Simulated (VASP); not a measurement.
# Rb3Pt: single point with PBE

Rb3Pt:

```
Rb Pt
1.0
     5.49879    0.00000    0.00000
     0.00000    5.49879    0.00000
     0.00000    0.00000    5.49879
Rb Pt
3 1
Direct
  0.00000 0.00000 0.50000
  0.00000 0.50000 0.00000
  0.50000 0.00000 0.00000
  0.50000 0.50000 0.50000
```

```
Program                : VASP 6.6.1
Task                   : single point
Functional             : PBE
Potentials or basis    : VASP PAW PBE potentials, release 64 (Rb_sv, Pt_sv_GW)
Cutoff                 : 570 eV
k mesh                 : 1 × 1 × 1
Occupations            : gaussian, width 0.1 eV
Spin                   : no spin polarisation
Dipole correction      : no
Further INCAR settings : ALGO = Normal; EDIFF = 1e-06; NBANDS = 30
```

```json
{"Pressure": "-4.6 GPa", "Band gap on the k mesh": "zero (an odd number of electrons rules out a gap without spin polarisation)"}
```

Levels at points of the mesh, in eV from the Fermi level:
| k point | band 21 | band 22 | band 23 | band 24 | band 25 | band 26 |
| --- | --- | --- | --- | --- | --- | --- |
| (0.00, 0.00, 0.00) | -1.94 | -1.94 | 0.00 | 2.58 | 2.58 | 3.05 |

Wall time 18 s on 1 thread of Intel(R) Xeon(R) Platinum 8375C CPU @ 2.90GHz (Ice Lake), on a shared host, peak memory 0.3 GiB.

Caveat: the k points lie up to 1.14 Å⁻¹ apart, too coarse for converged energies and pressures of a metal; spin-orbit coupling is left out, which moves the levels of the heavy elements.
